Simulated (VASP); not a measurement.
Wanted: the native input for a VASP 6.6.1 run.

```yaml
Task: single point
Functional: PBE
Potentials_or_basis: VASP PAW PBE potentials, release 64 (Te, Pb_d)
Cutoff: 520 eV
k_mesh: 8 × 8 × 8
Occupations: gaussian, width 0.05 eV
Spin: no spin polarisation
Dipole_correction: no
Further_INCAR_settings: ALGO = Normal; EDIFF = 1e-06; NBANDS = 17
```

The structure of TePb lies in POSCAR:

```
TePb
1.0
    0.1411812500      3.2270000000      3.2270000000
    3.3681812500      0.0000000000      3.3681812500
    3.2270000000      3.2270000000      0.1411812500
Te Pb
1 1
Direct
    0.5000000000      0.5000000000      0.5000000000
    0.0000000000      0.0000000000      0.0000000000
```

This cell differs from its parent crystal: strain +0.0875 x Voigt [0, 0, 0, 0, 1, 0].

The input as run:

INCAR

```
SYSTEM = TePb
  PREC = Accurate
  ENCUT = 520
  EDIFF = 1E-6
  ISMEAR = 0
  SIGMA = 0.05
  LREAL = .False.
  LASPH = .True.
  NELM = 60
  ALGO = Normal
  ISIF = 2
  LWAVE = .False.
  LCHARG = .False.
  GGA = PE
  NBANDS = 17
```

KPOINTS

```
Automatic mesh
0
Gamma
  8 8 8
  0 0 0
```

Potentials or basis: VASP PAW PBE potentials, release 64 (Te, Pb_d).

Launch:

```console
$ cat potpaw_PBE.64/Te/POTCAR potpaw_PBE.64/Pb_d/POTCAR > POTCAR
$ mpirun -np 1 vasp_std > vasp.out
```

Results of the run:

```
Pressure               : 2.3 GPa
Band gap on the k mesh : 0.22 eV, indirect (least direct gap 0.59 eV)
```

Caveat: the cell differs from its parent crystal (strain +0.0875 x Voigt [0, 0, 0, 0, 1, 0]); spin-orbit coupling is left out, which moves the levels of the heavy elements.

Run time: 110 s on 1 thread of AMD EPYC 7R43 64-Core Processor (Zen 3) (shared host), peak memory 0.24 GiB.
